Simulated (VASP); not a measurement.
Input of a VASP 6.6.1 run:

File INCAR:

```
SYSTEM = Cl
PREC     = Accurate       ! precision mode
ENCUT    = 520            ! plane-wave cutoff, eV
EDIFF    = 1E-7           ! SCF threshold, eV
ISMEAR   = -1             ! smearing method
SIGMA    = 0.05           ! smearing width, eV
LREAL    = .FALSE.        ! projectors in reciprocal space
LASPH    = .TRUE.         ! aspherical terms in the spheres
NELM     = 80             ! most SCF steps
ALGO     = Normal         ! electronic algorithm
ISIF     = 2              ! what is computed and relaxed
LWAVE    = .FALSE.        ! write WAVECAR
LCHARG   = .FALSE.        ! write CHGCAR
GGA      = PE             ! functional
NBANDS   = 22             ! bands
```

The input KPOINTS:

```
regular mesh
0
G
  8 8 4
  0 0 0
```

The input POSCAR:

```
Cl
1.0
    3.1200000000     -2.2400000000      0.0000000000
    3.1200000000      2.2400000000      0.0000000000
    0.0000000000      0.0000000000      8.2600000000
Cl
4
Direct
    0.1133208621      0.8866791379      0.1056702545
    0.6133208621      0.3866791379      0.3943297455
    0.8866791379      0.1133208621      0.8943297455
    0.3866791379      0.6133208621      0.6056702545
```

Potentials or basis: VASP PAW PBE potentials, release 64 (Cl).

The run is started by

```console
$ cat potpaw_PBE.64/Cl/POTCAR > POTCAR
$ mpirun -np 1 vasp_std > vasp.out
```

(1) Predict the pressure.

(2) Predict the largest force.

(3) What does it give for the band gap on the k mesh?

Results:

(1) 0.3 GPa.

(2) 0.178 eV/Å.

(3) 2.41 eV.

Caveat: this functional lacks dispersion, which holds the molecules together, so the pressure and a relaxed volume are unreliable.
